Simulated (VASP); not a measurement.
Input of a VASP 6.6.1 run:

POSCAR

```
La
1.0
    3.8330761393      0.0000000000      0.0000000000
   -1.9165380696      3.3195413112      0.0000000000
    0.0000000000      0.0000000000     11.7962122594
La
4
Direct
    0.0000000000      0.0000000000      0.0000000000
    0.0000000000      0.0000000000      0.5000000000
    0.3333333333      0.6666666667      0.7500000000
    0.6666666667      0.3333333333      0.2500000000
```

Contents of INCAR.step1:

```
PREC = Accurate
ENCUT = 520
ISMEAR = -1
SIGMA = 0.1
LREAL = False
LASPH = True
NELM = 60
NBANDS = 30
GGA = PE
ALGO = Normal
EDIFF = 1E-4
LWAVE = True
LCHARG = False
```

Contents of INCAR.step2:

```
PREC = Accurate
ENCUT = 520
EDIFF = 1E-6
ISMEAR = -1
SIGMA = 0.1
LREAL = False
LASPH = True
NELM = 60
ALGO = Normal
ISIF = 2
LWAVE = False
LCHARG = False
METAGGA = R2SCAN
LMIXTAU = True
NBANDS = 30
ISTART = 1
```

KPOINTS

```
regular mesh
0
Gamma
  5 5 2
```

Potentials or basis: VASP PAW PBE potentials, release 64 (La).

Launch:

```bash
$ cat potpaw_PBE.64/La/POTCAR > POTCAR
$ cp INCAR.step1 INCAR
$ mpirun -np 1 vasp_std > vasp.out
$ cp INCAR.step2 INCAR
$ mpirun -np 1 vasp_std > vasp.out
```

Problem. Predict the pressure.

Solution. 0.1 GPa.

Problem. What does it give for the band gap on the k mesh?

Solution. Zero (bands 22 and 23 overlap by 1.08 eV).

Caveat: the k points lie up to 0.38 Å⁻¹ apart, too coarse for converged energies and pressures of a metal; the PAW data sets were made with another functional, which shifts forces and pressure a little; spin-orbit coupling is left out, which moves the levels of the heavy elements.
